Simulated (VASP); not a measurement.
# SiC (P1) in VASP: notebook

SiC is run at these levels: r2SCAN; tasks: single point.

Everything below comes from runs of VASP 6.6.1. Logs are shortened: lines on timing, memory, paths and dates and some standing lists are left out, and cuts for length are marked.

## (1) The cell of the first run

The typed cell holds 4 atoms: a = 2.967 Å, b = 3.064 Å, c = 5.194 Å, α = 84.87°, β = 94.42°, γ = 118.76°.

## (2) Single point, r2SCAN

Input file POSCAR:

```
SiC
1.0
    2.9646249402      0.0069159062     -0.1182673305
   -1.4763231196      2.6817697630      0.1400298277
   -0.1941448321      0.1533410131      5.1879161747
Si C
2 2
Direct
    0.3351215363      0.6697143576      0.0029158460
    0.6642923299      0.3272769774      0.5040438015
    0.3357558527      0.6662957790      0.3814002201
    0.6648302812      0.3367128860      0.8816401323
```

Input file INCAR.step1:

```
PREC = Accurate ; ENCUT = 520
ISMEAR = 0 ; SIGMA = 0.05
LREAL = F ; LASPH = T
NELM = 60 ; NBANDS = 16
GGA = PE ; ALGO = Normal
EDIFF = 1E-4 ; LWAVE = T
LCHARG = F
```

Input file INCAR.step2:

```
PREC = Accurate ; ENCUT = 520
EDIFF = 1E-6 ; ISMEAR = 0
SIGMA = 0.05 ; LREAL = F
LASPH = T ; NELM = 60
ALGO = Normal ; ISIF = 2
LWAVE = F ; LCHARG = T
METAGGA = R2SCAN ; LMIXTAU = T
LELF = T ; LVHAR = T
NBANDS = 16 ; ISTART = 1
```

Input file KPOINTS:

```
Automatic mesh
0
Gamma
  12 12 4
```

Potentials or basis: VASP PAW PBE potentials, release 64 (Si, C).

Started as:

```console
> cat potpaw_PBE.64/Si/POTCAR potpaw_PBE.64/C/POTCAR > POTCAR
> cp INCAR.step1 INCAR
> mpirun -np 1 vasp_std > vasp.out
> cp INCAR.step2 INCAR
> mpirun -np 1 vasp_std > vasp.out
```

OUTCAR:

```text
PREC = Accurate
   ENCUT = 520
   EDIFF = 1E-6
   ISMEAR = 0
   LREAL = F
   LASPH = T
   NELM = 60
   ISIF = 2
   METAGGA = R2SCAN
   ISTART = 1

 ion  position               nearest neighbor table
   1  0.335  0.670  0.003-   4 1.83   4 1.86   4 1.89   3 1.96   2 2.99   2 3.05   2 3.08
   2  0.664  0.327  0.504-   3 1.79   3 1.88   3 1.92   4 1.96   1 2.99   1 3.05   1 3.08
   3  0.336  0.666  0.381-   2 1.79   2 1.88   2 1.92   1 1.96
   4  0.665  0.337  0.882-   1 1.83   1 1.86   1 1.89   2 1.96

  LATTYP: Found a triclinic cell.
 ALAT       =     3.0644783190
 B/A-ratio  =     1.0028454363
 C/A-ratio  =     1.6948436744
 COS(alpha) =     0.0148006157
 COS(beta)  =     0.0894873002
 COS(gamma) =     0.5326399095

  Lattice vectors:

 A1 = (   1.4763231196,  -2.6817697630,  -0.1400298277)
 A2 = (  -1.4883018206,  -2.6886856692,  -0.0217624972)
 A3 = (   0.1941448321,  -0.1533410131,  -5.1879161747)

Analysis of symmetry for initial positions (statically):
=====================================================================
 Subroutine PRICEL returns:
 Original cell was already a primitive cell.

 Routine SETGRP: Setting up the symmetry group for a
 triclinic supercell.

 Subroutine GETGRP returns: Found  1 space group operations
 (whereof  1 operations were pure point group operations)
 out of a pool of  2 trial point group operations.

The static configuration has the point symmetry C_1 .

Analysis of symmetry for dynamics (positions and initial velocities):
=====================================================================
 Subroutine PRICEL returns:
 Original cell was already a primitive cell.

 Routine SETGRP: Setting up the symmetry group for a
 triclinic supercell.

 Subroutine GETGRP returns: Found  1 space group operations
 (whereof  1 operations were pure point group operations)
 out of a pool of  2 trial point group operations.

The dynamic configuration has the point symmetry C_1 .

 Subroutine INISYM returns: Found  1 space group operations
 (whereof  1 operations are pure point group operations),
 and found     1 'primitive' translations

----------------------------------------------------------------------------------------

                                     Primitive cell

  volume of cell :      41.2005

  direct lattice vectors                    reciprocal lattice vectors
[... 93 lines left out ...]
   EDIFFG = 0.1E-04   stopping-criterion for IOM
   NSW    =      0    number of steps for IOM
   IBRION =     -1    ionic relax: 0-MD 1-quasi-New 2-CG
   NFREE  =      0    steps in history (QN), initial steepest desc. (CG)
   ISIF   =      2    stress and relaxation
   ISYM   =      2    0-nonsym 1-usesym 2-fastsym
   POTIM  = 0.5000    time-step for ionic-motion
   TEBEG  =    0.0;   TEEND  =   0.0 temperature during run
   PSTRESS=    0.0 pullay stress
   NELECT =      16.0000    total number of electrons
   NUPDOWN=      -1.0000    fix difference up-down
   EMIN   =  10.00;   EMAX   =-10.00  energy-range for DOS
   EFERMI =   0.00;   METHOD = LEGACY
   ISMEAR =     0;   SIGMA  =   0.05  broadening in eV -4-tet -1-fermi 0-gaus
   EFERMI_NEDOS =   21; number of points for ismear=-14 and -15
   IALGO  =     38    algorithm
   IMIX   =      4    mixing-type and parameters
     AMIX     =   0.40;   BMIX     =  1.00
     AMIX_MAG =   1.60;   BMIX_MAG =  1.00
  volume/ion in A,a.u.               =      10.30        69.51
  Fermi-wavevector in a.u.,A,eV,Ry     =   1.194393  2.257075 19.409719  1.426574
  Thomas-Fermi vector in A             =   2.330384
   LORBIT       =      0    0 simple, 1 ext, 2 COOP (PROOUT), +10 PAW based schemes
   METAGGA = R2SCAN    functional components
   LHFCALC =     F    Hartree Fock is set to
   AEXX    =    0.0000 exact exchange contribution
   IVDW    =     0    specifies the selected vdW correction
   LEPSILON=     F    determine dielectric tensor
   LRPA    =     F    only Hartree local field effects (RPA)
 non-spin polarized calculation
 Gauss-broadening in eV      SIGMA  =   0.05
  energy-cutoff  :      520.00
  volume of cell :       41.20
 maximum number of plane-waves:      1125
 NGX is ok and might be reduce to    24
   NGX = 11   NGY = 11   NGZ = 19

 number of electron      16.0000000 magnetization

 Free energy of the ion-electron system (eV)
  ---------------------------------------------------
  ext. energy  EPLUGINS =         0.00000000
  ---------------------------------------------------
  free energy    TOTEN  =       -38.26506611 eV

  energy without entropy =      -38.26506611  energy(sigma->0) =      -38.26506611

 E-fermi :   8.7829     XC(G=0): -11.9522

 val. band max:        8.5207945425   @ k =   0.0000   0.0000   0.0000
 cond. band min:      10.8851315358   @ k =   0.3333   0.3333  -0.0000
 fundamental gap:      2.3643369933
 Fermi energy:         8.7829421928

 k-point     1 :       0.0000    0.0000    0.0000
  band No.  band energies     occupation
      1      -8.2048      2.00000
      2      -4.8907      2.00000
      3      -0.8207      2.00000
      4       6.7930      2.00000
      5       7.2139      2.00000
      6       7.8092      2.00000
[... 433 lines left out ...]
      3       0.5001      2.00000
      4       1.9589      2.00000
      5       2.6678      2.00000
      6       3.4021      2.00000
[... 8 lines left out ...]
     15      19.8280      0.00000
     16      21.3186      0.00000

 [... further k-points ...]

------------------------ aborting loop because EDIFF is reached ----------------------------------------

  FORCE on cell =-STRESS in cart. coord.  units (eV):
  Direction    XX          YY          ZZ          XY          YZ          ZX
  --------------------------------------------------------------------------------------
  -------------------------------------------------------------------------------------
  Total        5.5122619     -0.4023260     -3.5914088     -0.4873229     -2.7228361      3.3758993
  in kB      214.3568962    -15.6453643   -139.6601361    -18.9506651   -105.8837033    131.2795560
  external PRESSURE =      19.6837986 kB  Pullay stress =       0.0000000 kB

 VOLUME and BASIS-vectors are now :
 -----------------------------------------------------------------------------
  energy-cutoff  :      520.00
  volume of cell :       41.20
      direct lattice vectors                 reciprocal lattice vectors
     2.964624940  0.006915906 -0.118267331     0.337163605  0.185236735  0.007142402
    -1.476323120  2.681769763  0.140029828    -0.001311011  0.372744209 -0.011066389
    -0.194144832  0.153341013  5.187916175     0.007721601 -0.005838154  0.193217142

 POSITION                                       TOTAL-FORCE (eV/Angst)
 -----------------------------------------------------------------------------------
      0.00423      1.79878      0.06927         0.216485      0.022510      0.561725
      1.38835      0.95957      2.58220         0.870155     -0.445620      0.501499
     -0.06232      1.84766      2.03226        -0.981056      0.640464     -0.572043
      1.30271      1.04278      4.54240        -0.105583     -0.217354     -0.491181
 -----------------------------------------------------------------------------------
    total drift:                                0.000158      0.000117     -0.000303

  FREE ENERGIE OF THE ION-ELECTRON SYSTEM (eV)
  ---------------------------------------------------
  free  energy   TOTEN  =       -38.2650661086 eV

  energy  without entropy=      -38.2650661086  energy(sigma->0) =      -38.26506611
```

OSZICAR.step1:

```text
N       E                     dE             d eps       ncg     rms          rms(c)
DAV:   1     0.256863085583E+02    0.25686E+02   -0.71082E+03  9344   0.894E+02
DAV:   2    -0.310390166885E+02   -0.56725E+02   -0.51670E+02 13432   0.159E+02
DAV:   3    -0.335471581066E+02   -0.25081E+01   -0.24982E+01 12144   0.306E+01
DAV:   4    -0.335653723322E+02   -0.18214E-01   -0.18211E-01 11776   0.322E+00
DAV:   5    -0.335655530573E+02   -0.18073E-03   -0.18072E-03 12248   0.302E-01    0.126E+01
DAV:   6    -0.298369700574E+02    0.37286E+01   -0.66084E+00 11880   0.159E+01    0.567E+00
DAV:   7    -0.297635013781E+02    0.73469E-01   -0.11137E+00 13608   0.622E+00    0.251E+00
DAV:   8    -0.297455794443E+02    0.17922E-01   -0.49886E-02 10496   0.143E+00    0.649E-01
DAV:   9    -0.297439752971E+02    0.16041E-02   -0.76675E-03 12824   0.602E-01    0.131E-01
DAV:  10    -0.297442366111E+02   -0.26131E-03   -0.10118E-03 11688   0.193E-01    0.595E-02
DAV:  11    -0.297442652485E+02   -0.28637E-04   -0.59143E-05  6720   0.592E-02
   1 F= -.29744265E+02 E0= -.29744265E+02  d E =-.165041E-16
```

Run time: 11 min. Hardware: 1 thread of AMD EPYC 7R43 (Zen 3), shared host; peak memory 0.24 GiB.

Results:

```
Free energy            : -38.2651 eV
Pressure               : 2.0 GPa
Largest force          : 1.304 eV/Å
Band gap on the k mesh : 2.36 eV (least direct gap 4.52 eV)
```

Forces on the atoms (eV/Å):
```
Si   0.216  0.023  0.562
Si   0.870 -0.446  0.501
C   -0.981  0.640 -0.572
C   -0.106 -0.217 -0.491
```

Levels at points of the mesh, in eV from the valence-band top:
```tsv
k point	band 5	band 6	band 7	band 8	band 9	band 10	band 11	band 12
(0.00, 0.00, 0.00)	-1.31	-0.71	-0.37	0.00	5.41	5.57	7.06	7.45
(0.50, 0.00, 0.00)	-5.73	-3.82	-3.47	-1.89	3.02	3.97	5.87	8.68
(0.00, 0.50, 0.00)	-5.86	-3.59	-3.13	-1.35	3.89	4.13	6.63	8.72
(0.50, 0.50, 0.00)	-5.39	-3.90	-3.49	-1.86	2.86	4.08	6.77	7.31
(0.00, 0.00, 0.50)	-1.38	-1.17	-0.67	-0.55	6.09	6.59	7.41	7.81
(0.50, 0.00, 0.50)	-3.26	-3.05	-2.86	-2.45	2.99	3.33	5.02	5.63
(0.00, 0.50, 0.50)	-3.43	-2.62	-2.42	-2.25	2.85	3.77	5.53	6.17
(0.50, 0.50, 0.50)	-3.57	-3.18	-2.87	-2.11	2.61	3.40	4.60	6.27
```

Caveat: the stress differs along the axes, from -14 to 21 GPa; the PAW data sets were made with another functional, which shifts forces and pressure a little.

## (3) Single point, r2SCAN

Input file POSCAR:

```
SiC
1.0
    2.9646249402      0.0069159062     -0.1182673305
   -1.4763231196      2.6817697630      0.1400298277
   -0.1941448321      0.1533410131      5.1879161747
Si C
2 2
Direct
    0.3371253544      0.6641360875      0.0066367986
    0.6680474997      0.3293213878      0.5066511318
    0.3308546687      0.6775045352      0.3779644166
    0.6639724773      0.3290379895      0.8787476530
```

Input file INCAR.step1:

```
SYSTEM = SiC
ALGO = Normal ; EDIFF = 1E-4
ENCUT = 520 ; GGA = PE
ISMEAR = 0 ; LASPH = .True.
LCHARG = .False. ; LREAL = .False.
LWAVE = .True. ; NBANDS = 16
NELM = 100 ; PREC = Accurate
SIGMA = 0.05
```

Input file INCAR.step2:

```
SYSTEM = SiC
ALGO = Normal ; EDIFF = 1E-6
ENCUT = 520 ; ISIF = 2
ISMEAR = 0 ; ISTART = 1
LASPH = .True. ; LCHARG = .False.
LMIXTAU = .True. ; LREAL = .False.
LWAVE = .False. ; METAGGA = R2SCAN
NBANDS = 16 ; NELM = 100
PREC = Accurate ; SIGMA = 0.05
```

Input file KPOINTS:

```
k-points
0
Gamma
  12 12 4
  0 0 0
```

Potentials or basis: VASP PAW PBE potentials, release 64 (Si, C).

Started as:

```console
> cat potpaw_PBE.64/Si/POTCAR potpaw_PBE.64/C/POTCAR > POTCAR
> cp INCAR.step1 INCAR
> mpirun -np 1 vasp_std > vasp.out
> cp INCAR.step2 INCAR
> mpirun -np 1 vasp_std > vasp.out
```

OUTCAR:

```text
SYSTEM = SiC
   EDIFF = 1E-6
   ENCUT = 520
   ISIF = 2
   ISMEAR = 0
   ISTART = 1
   LASPH = .True.
   LREAL = .False.
   METAGGA = R2SCAN
   NELM = 100
   PREC = Accurate

 ion  position               nearest neighbor table
   1  0.337  0.664  0.007-   4 1.85   4 1.87   4 1.90   3 1.93   2 2.98   2 3.06   2 3.08
   2  0.668  0.329  0.507-   3 1.84   3 1.87   3 1.91   4 1.93   1 2.98   1 3.06   1 3.08
   3  0.331  0.678  0.378-   2 1.84   2 1.87   2 1.91   1 1.93
   4  0.664  0.329  0.879-   1 1.85   1 1.87   1 1.90   2 1.93

  LATTYP: Found a triclinic cell.
 ALAT       =     3.0644783190
 B/A-ratio  =     1.0028454363
 C/A-ratio  =     1.6948436744
 COS(alpha) =     0.0148006157
 COS(beta)  =     0.0894873002
 COS(gamma) =     0.5326399095

  Lattice vectors:

 A1 = (   1.4763231196,  -2.6817697630,  -0.1400298277)
 A2 = (  -1.4883018206,  -2.6886856692,  -0.0217624972)
 A3 = (   0.1941448321,  -0.1533410131,  -5.1879161747)

Analysis of symmetry for initial positions (statically):
=====================================================================
 Subroutine PRICEL returns:
 Original cell was already a primitive cell.

[... 178 lines left out ...]
 fundamental gap:      2.1117687443
 Fermi energy:         8.8948192439

 k-point     1 :       0.0000    0.0000    0.0000
  band No.  band energies     occupation
      1      -8.1888      2.00000
      2      -4.8235      2.00000
      3      -0.9268      2.00000
      4       6.8248      2.00000
      5       7.4026      2.00000
      6       7.7058      2.00000
[... 433 lines left out ...]
      3       0.5531      2.00000
      4       1.9950      2.00000
      5       2.6413      2.00000
      6       3.4287      2.00000
[... 8 lines left out ...]
     15      19.8627      0.00000
     16      21.3085      0.00000

 [... further k-points ...]

------------------------ aborting loop because EDIFF is reached ----------------------------------------

  FORCE on cell =-STRESS in cart. coord.  units (eV):
  Direction    XX          YY          ZZ          XY          YZ          ZX
  --------------------------------------------------------------------------------------
  -------------------------------------------------------------------------------------
  Total        4.5825252     -0.5516594     -3.4865927     -0.0000788     -2.5688902      2.8662828
  in kB      178.2019605    -21.4525361   -135.5841220     -0.0030639    -99.8971647    111.4619539
  external PRESSURE =       7.0551008 kB  Pullay stress =       0.0000000 kB

 VOLUME and BASIS-vectors are now :
 -----------------------------------------------------------------------------
  energy-cutoff  :      520.00
  volume of cell :       41.20
      direct lattice vectors                 reciprocal lattice vectors
     2.964624940  0.006915906 -0.118267331     0.337163605  0.185236735  0.007142402
    -1.476323120  2.681769763  0.140029828    -0.001311011  0.372744209 -0.011066389
    -0.194144832  0.153341013  5.187916175     0.007721601 -0.005838154  0.193217142

 POSITION                                       TOTAL-FORCE (eV/Angst)
 -----------------------------------------------------------------------------------
      0.01768      1.78441      0.08756        -0.003506      0.001941     -0.007428
      1.39596      0.96547      2.59557        -0.002717      0.003005      0.000813
     -0.09274      1.87716      2.01659         0.002721     -0.002039      0.003097
      1.31206      1.02174      4.52642         0.003502     -0.002907      0.003518
 -----------------------------------------------------------------------------------
    total drift:                                0.000117      0.000193     -0.000184

  FREE ENERGIE OF THE ION-ELECTRON SYSTEM (eV)
  ---------------------------------------------------
  free  energy   TOTEN  =       -38.3101074401 eV

  energy  without entropy=      -38.3101074401  energy(sigma->0) =      -38.31010744
```

It took 12 min on 1 thread of AMD EPYC 7R43 (Zen 3), shared host; peak memory 0.25 GiB.

Results:

```yaml
Free_energy: -38.3101 eV
Pressure: 0.7 GPa
Largest_force: 0.008 eV/Å
Band_gap_on_the_k_mesh: 2.11 eV (least direct gap 4.43 eV)
```

Forces on the atoms (eV/Å):
```
Si  -0.004  0.002 -0.007
Si  -0.003  0.003  0.001
C    0.003 -0.002  0.003
C    0.004 -0.003  0.004
```

Stress tensor (GPa, compression positive):
```
 17.82   0.00  11.15
  0.00  -2.15  -9.99
 11.15  -9.99 -13.56
```

Levels at points of the mesh, in eV from the valence-band top:
```
           k point  band 6  band 7  band 8  band 9  band 10  band 11
(0.00, 0.00, 0.00)   -0.93   -0.46    0.00    5.30     5.49     6.98
(0.50, 0.00, 0.00)   -3.89   -3.70   -1.88    2.93     3.86     5.67
(0.00, 0.50, 0.00)   -3.92   -3.14   -1.31    3.78     4.15     6.53
(0.50, 0.50, 0.00)   -3.97   -3.59   -1.91    2.78     3.66     6.57
(0.00, 0.00, 0.50)   -1.13   -0.77   -0.52    6.05     6.49     7.26
(0.50, 0.00, 0.50)   -3.08   -2.89   -2.63    2.80     3.23     4.96
(0.00, 0.50, 0.50)   -2.76   -2.39   -2.27    2.66     3.64     5.47
(0.50, 0.50, 0.50)   -3.19   -3.01   -2.37    2.54     3.27     4.53
```

Caveat: the stress differs along the axes, from -14 to 18 GPa; the PAW data sets were made with another functional, which shifts forces and pressure a little.
